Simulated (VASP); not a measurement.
Crystal: SrO.

```xyz
2
Lattice="0.0000 2.4315 2.4315 2.4315 0.0000 2.4315 2.4315 2.4315 0.0000" Properties=species:S:1:pos:R:3 pbc="T T T"
Sr    2.4315    2.4315    2.4315
O     0.0000    0.0000    0.0000
```

This cell differs from its parent crystal: strain -5.8%.

Program: VASP 6.6.1. Alike in all runs: task single point; potentials or basis VASP PAW PBE potentials, release 64 (Sr_sv, O); no spin polarisation; cell as given; cutoff (eV) 520.

**Question.** Order these runs on this cell by their band gap on the k mesh, lowest first.
A. level r2SCAN; k mesh 8 × 8 × 8; smearing gaussian 0.01 eV
B. level HSE06; k mesh 6 × 6 × 6; smearing gaussian 0.01 eV; grid for exact exchange (PRECFOCK) Normal; screening parameter 0.2079 1/Å
C. level PBE; k mesh 8 × 8 × 8; smearing fermi-dirac 0.02 eV

**Answer.** C (3.02 eV), A (3.50 eV), B (4.54 eV).

A k mesh can miss the band edges.
